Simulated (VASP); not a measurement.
Li4TaO, 6 atoms in the cell. The structure is hexagonal, space group P6/mmm (No. 191). Conventional cell: a = 3.139 Å, b = 3.139 Å, c = 6.971 Å, α = 90.00°, β = 90.00°, γ = 120.00°. Li (site symmetry 3m) has 3 Li at 1.81 Å within 2.4 Å. Ta (site symmetry 6/mmm) has 12 Li at 2.44 Å and 6 Ta at 3.14 Å within 3.2 Å. O (site symmetry 6/mmm) has 12 Li at 2.59 Å and 6 O at 3.14 Å within 3.4 Å. 

| Item | Value |
| --- | --- |
| Program | VASP 6.6.1 |
| Task | relaxation of cell and atoms |
| Functional | PBE |
| Potentials or basis | VASP PAW PBE potentials, release 64 (Li_sv, Ta_pv, O) |
| Cutoff | 600 eV |
| k mesh | 6 × 6 × 4 |
| Occupations | gaussian, width 0.1 eV |
| Spin | no spin polarisation |
| Dipole correction | no |
| Further INCAR settings | ALGO = Normal; EDIFF = 1e-06; IBRION = 2; EDIFFG = -0.04; NSW = 90; ISIF = 3 |

Potentials or basis: VASP PAW PBE potentials, release 64 (Li_sv, Ta_pv, O).

The run is started by

```sh
$ cat potpaw_PBE.64/Li_sv/POTCAR potpaw_PBE.64/Ta_pv/POTCAR potpaw_PBE.64/O/POTCAR > POTCAR
$ mpirun -np 1 vasp_std > vasp.out
```

Hardware: 1 thread of Intel(R) Xeon(R) 6975P-C (Granite Rapids) (shared host).

**Question.** Estimate the wall time of this run.

**Answer.** Run time: 3.5 min on 1 thread of Intel(R) Xeon(R) 6975P-C (Granite Rapids), on a shared host, peak memory 0.23 GiB. Counts: scf iterations 148, k points 21, ion steps 15.
